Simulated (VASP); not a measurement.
Set up this calculation in VASP 6.6.1, as the native input.

```yaml
Task: single point
Functional: PBEsol
Potentials_or_basis: VASP PAW PBE potentials, release 64 (Pb_d, F)
Cutoff: 520 eV
k_mesh: 8 × 8 × 8
Occupations: gaussian, width 0.05 eV
Spin: no spin polarisation
Dipole_correction: no
Further_INCAR_settings: ALGO = Normal; EDIFF = 1e-06; NBANDS = 21
```

The structure of PbF2 lies in POSCAR:

```
PbF2
1.0
    0.0928078125      2.9698500000      2.9698500000
    3.0626578125      0.0000000000      3.0626578125
    2.9698500000      2.9698500000      0.0928078125
Pb F
1 2
Direct
    0.0000000000      0.0000000000      0.0000000000
    0.2500000000      0.2500000000      0.2500000000
    0.7500000000      0.7500000000      0.7500000000
```

This cell differs from its parent crystal: strain +0.0625 x Voigt [0, 0, 0, 0, 1, 0].

These files were run (other wordings do the same):

INCAR

```
PREC = Accurate
ENCUT = 520
EDIFF = 1E-6
ISMEAR = 0
SIGMA = 0.05
LREAL = F
LASPH = T
NELM = 80
ALGO = Normal
ISIF = 2
LWAVE = F
LCHARG = F
GGA = PS
NBANDS = 21
```

KPOINTS

```
regular mesh
0
Gamma
  8 8 8
```

Potentials or basis: VASP PAW PBE potentials, release 64 (Pb_d, F).

Command:

```bash
$ cat potpaw_PBE.64/Pb_d/POTCAR potpaw_PBE.64/F/POTCAR > POTCAR
$ mpirun -np 1 vasp_std > vasp.out
```

It gave:

```yaml
Pressure: -1.4 GPa
Largest_force: 0.146 eV/Å
Band_gap_on_the_k_mesh: 4.25 eV (least direct gap 4.43 eV)
```

Caveat: the cell differs from its parent crystal (strain +0.0625 x Voigt [0, 0, 0, 0, 1, 0]); the PAW data sets were made with another functional, which shifts forces and pressure a little; spin-orbit coupling is left out, which moves the levels of the heavy elements.

Run time: 39 s on 1 thread of Intel(R) Xeon(R) 6975P-C (Granite Rapids), with other jobs on the host, peak memory 0.23 GiB.
